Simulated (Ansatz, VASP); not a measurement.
Bi in VASP and in Ansatz

```
CELL_PARAMETERS angstrom
-2.01521 2.00542 2.01787
1.98598 -1.99203 1.97525
1.96416 1.94099 -2.00447
ATOMIC_POSITIONS crystal
Bi 0.99558 0.99978 0.99433
```

Change from the starting cell: cell strained at random at fixed volume.

Alike in both runs: functional RPBE; dispersion D3(BJ); k mesh 8 × 8 × 8; occupations fermi-dirac, width 0.1 eV; no spin polarisation.

|  | VASP | Ansatz |
| --- | --- | --- |
| version | VASP 6.6.1 | Ansatz 0.2.0 |
| potentials or method | VASP PAW PBE potentials, release 64 (Bi_d) | PseudoDojo stringent (PBE files) |
| plane-wave cutoff (eV) | 500 | 1197 |
| valence electrons in the cell | 15 | 23 |
| task | single point | density of states |

|  | VASP | Ansatz | Ansatz less VASP |
| --- | --- | --- | --- |
| gap on the k mesh at the Fermi level (eV) | none | none | - |
| pressure (GPa) | -20.8 | -20.8 | 0.00 |
| traceless stress, the component that is largest in VASP (GPa) | -0.20 | -0.20 | 0.000 |

VASP's potentials were made for PBE, not for RPBE. A gap of «none» marks a metal or a gap that the smearing closes. VASP's potentials hold 15 valence electrons a cell and Ansatz's 23, so a difference there can come from the potentials and not from the codes.

Neither program's run includes spin-orbit coupling. Noted on Ansatz's run: the potentials were made for another functional, which shifts forces and pressure.
